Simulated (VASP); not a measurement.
# Sb (Im-3m) in VASP: further runs, part 3 of 3

VASP 6.6.1. The steps go on from the part before.

## Step 6: Single point, PBE (volume scaled by 0.7)

INCAR

```
SYSTEM = Sb
PREC = Accurate
ENCUT = 500
EDIFF = 1E-6
ISMEAR = -1
SIGMA = 0.1
LREAL = .FALSE.
LASPH = .TRUE.
NELM = 120
ALGO = Normal
ISIF = 2
LWAVE = .FALSE.
LCHARG = .TRUE.
GGA = PE
LELF = .TRUE.
LVHAR = .TRUE.
NBANDS = 8
GGA_COMPAT = .FALSE.
```

KPOINTS

```
regular mesh
0
G
  16 16 16
  0 0 0
```

POSCAR

```
Sb
1.0
   -1.6837125038      1.6837125038      1.6837125038
    1.6837125038     -1.6837125038      1.6837125038
    1.6837125038      1.6837125038     -1.6837125038
Sb
1
Direct
    0.0000000000      0.0000000000      0.0000000000
```

Potentials or basis: VASP PAW PBE potentials, release 64 (Sb).

Started as:

```bash
cat potpaw_PBE.64/Sb/POTCAR > POTCAR
mpirun -np 1 vasp_std > vasp.out
```

OUTCAR:

```text
SYSTEM = Sb
   PREC = Accurate
   ENCUT = 500
   EDIFF = 1E-6
   ISMEAR = -1
   LREAL = .FALSE.
   LASPH = .TRUE.
   NELM = 120
   ISIF = 2
   GGA = PE

 ion  position               nearest neighbor table
   1  0.000  0.000  0.000-

  LATTYP: Found a body centered cubic cell.
 ALAT       =     3.3674250076

  Lattice vectors:

 A1 = (  -1.6837125038,   1.6837125038,   1.6837125038)
 A2 = (   1.6837125038,  -1.6837125038,   1.6837125038)
 A3 = (   1.6837125038,   1.6837125038,  -1.6837125038)

Analysis of symmetry for initial positions (statically):
=====================================================================
 Subroutine PRICEL returns:
 Original cell was already a primitive cell.

 Routine SETGRP: Setting up the symmetry group for a
 body centered cubic supercell.

 Subroutine GETGRP returns: Found 48 space group operations
 (whereof 48 operations were pure point group operations)
 out of a pool of 48 trial point group operations.

The static configuration has the point symmetry O_h .

Analysis of symmetry for dynamics (positions and initial velocities):
[... 159 lines left out ...]
 val. band max:       13.8300686076   @ k =   0.1875   0.1875   0.1250
 cond. band min:      13.8429855010   @ k =  -0.2500   0.2500   0.0625
 fundamental gap:      0.0129168934
 Fermi energy:        13.8401069628

 k-point     1 :       0.0000    0.0000    0.0000
  band No.  band energies     occupation
      1      -2.3862      2.00000
      2      22.5005      0.00000
      3      22.5005      0.00000
      4      22.5005      0.00000
      5      25.5979      0.00000
      6      25.5979      0.00000
      7      25.5981      0.00000
      8      25.7143      0.00000
[... 243 lines left out ...]
 k-point    24 :       0.2500    0.1875    0.0000
  band No.  band energies     occupation
      1       1.7212      2.00000
      2      10.5907      2.00000
      3      12.9421      1.99975
      4      17.6301      0.00000
      5      23.5024      0.00000
      6      24.7331      0.00000
      7      27.5668      0.00000
      8      29.8865      0.00000

 [... further k-points ...]

------------------------ aborting loop because EDIFF is reached ----------------------------------------

  FORCE on cell =-STRESS in cart. coord.  units (eV):
  Direction    XX          YY          ZZ          XY          YZ          ZX
  --------------------------------------------------------------------------------------
  -------------------------------------------------------------------------------------
  Total        5.7547557      5.7547557      5.7547557     -0.0000000      0.0000000      0.0000000
  in kB      482.9183104    482.9183104    482.9183104     -0.0000000      0.0000000      0.0000000
  external PRESSURE =     482.9183104 kB  Pullay stress =       0.0000000 kB

 VOLUME and BASIS-vectors are now :
 -----------------------------------------------------------------------------
  energy-cutoff  :      500.00
  volume of cell :       19.09
      direct lattice vectors                 reciprocal lattice vectors
    -1.683712504  1.683712504  1.683712504     0.000000000  0.296962812  0.296962812
     1.683712504 -1.683712504  1.683712504     0.296962812  0.000000000  0.296962812
     1.683712504  1.683712504 -1.683712504     0.296962812  0.296962812  0.000000000

 POSITION                                       TOTAL-FORCE (eV/Angst)
 -----------------------------------------------------------------------------------
      0.00000      0.00000      0.00000         0.000000      0.000000      0.000000
 -----------------------------------------------------------------------------------
    total drift:                                0.000000      0.000000      0.000000

  FREE ENERGIE OF THE ION-ELECTRON SYSTEM (eV)
  ---------------------------------------------------
  free  energy   TOTEN  =        -3.0439485545 eV

  energy  without entropy=       -3.0270522067  energy(sigma->0) =       -3.03550038
```

OSZICAR:

```text
N       E                     dE             d eps       ncg     rms          rms(c)
DAV:   1     0.561387863388E+01    0.56139E+01   -0.17814E+03  2432   0.410E+02
DAV:   2    -0.298496442544E+01   -0.85988E+01   -0.82583E+01  3272   0.552E+01
DAV:   3    -0.305723371521E+01   -0.72269E-01   -0.71940E-01  2784   0.565E+00
DAV:   4    -0.305741074209E+01   -0.17703E-03   -0.17702E-03  3472   0.325E-01
DAV:   5    -0.305741115706E+01   -0.41497E-06   -0.41691E-06  3048   0.966E-03    0.340E+00
DAV:   6    -0.304888388562E+01    0.85273E-02   -0.36034E-04  3280   0.146E-01    0.206E+00
DAV:   7    -0.304396910475E+01    0.49148E-02   -0.84293E-04  3248   0.217E-01    0.500E-02
DAV:   8    -0.304394966800E+01    0.19437E-04   -0.32643E-05  2960   0.342E-02    0.691E-03
DAV:   9    -0.304394849441E+01    0.11736E-05   -0.10261E-06  3640   0.643E-03    0.151E-03
DAV:  10    -0.304394855447E+01   -0.60058E-07   -0.15033E-07  2480   0.227E-03
   1 F= -.30439486E+01 E0= -.30355004E+01  d E =-.168963E-01
```

stdout:

```text
POSCAR found type information on POSCAR Sb
 POSCAR found :  1 types and       1 ions
 scaLAPACK will be used
 LDA part: xc-table for (Slater+PW92), standard interpolation
 POSCAR, INCAR and KPOINTS ok, starting setup
 FFT: planning ... GRIDC
 FFT: planning ... GRID_SOFT
 FFT: planning ... GRID
 WAVECAR not read
 entering main loop
```

Wall time 12 s (1 thread of Intel Xeon Platinum 8259CL at 2.50GHz (Skylake/Cascade Lake), shared host); peak memory 0.15 GiB.

What came out:

```
Free energy : -3.0439 eV
Pressure    : 48.3 GPa
```

Caveat: spin-orbit coupling is left out, which moves the levels of the heavy elements.

## Step 7: The runs side by side

```tsv
cell	gap on the mesh (eV)	pressure (GPa)
a = 2.607 Å, angles 109.5°, 1 atom	none	208.7
a = 2.770 Å, angles 109.5°, 1 atom	none	99.8
a = 2.916 Å, angles 109.5°, 1 atom	none	48.3
```

Alike in all rows: task single point; level PBE; potentials or basis VASP PAW PBE potentials, release 64 (Sb); no spin polarisation; k mesh 16 × 16 × 16; cutoff (eV) 500; smearing fermi-dirac 0.1 eV.

Caveats: spin-orbit coupling is left out, which moves the levels of the heavy elements.

Total energies depend on the potentials used, so only differences within one code and one set of settings carry meaning.
